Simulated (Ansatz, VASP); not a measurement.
One calculation of Ti2W, two programs

```
Ti W
1.0
     3.73675    0.00000    0.00000
     0.00000    3.73675    0.00000
     0.00000    0.00000    7.47440
Ti W
4 2
Cartesian
  0.0000 0.0000 0.0000
  1.8684 1.8684 0.0000
  0.0000 1.8684 2.7313
  1.8684 0.0000 4.7431
  0.0000 1.8684 5.4893
  1.8684 0.0000 1.9850
```

Alike in both runs: functional PBE; k mesh 4 × 4 × 4; occupations gaussian, width 0.1 eV; no spin polarisation.

Ansatz relaxed the structure, and its values are those at the end. VASP's run is a single point on that final structure, the one shown.

|  | VASP | Ansatz |
| --- | --- | --- |
| version | VASP 6.6.1 | Ansatz 0.2.0 |
| potentials or method | VASP PAW PBE potentials, release 64 (Ti_sv, W_sv), cutoff 520 eV | scalar-relativistic, plane waves, PAW |
| valence electrons in the cell | 76 | 76 |

Ansatz gave:

```
gap on the k mesh at the Fermi level (eV) : none
pressure (GPa)                            : 0.0
rms of the force components (eV/Å)        : 0.016
```

Estimate VASP's values.

gap on the k mesh at the Fermi level (eV): none; pressure (GPa): 0.0; rms of the force components (eV/Å): 0.019.

A gap of «none» marks a metal or a gap that the smearing closes. With one functional, cell and mesh, what is left measures potentials, basis and numerics.

The k mesh is coarse, so the values compare programs but aren't converged. Neither program's run includes spin-orbit coupling.
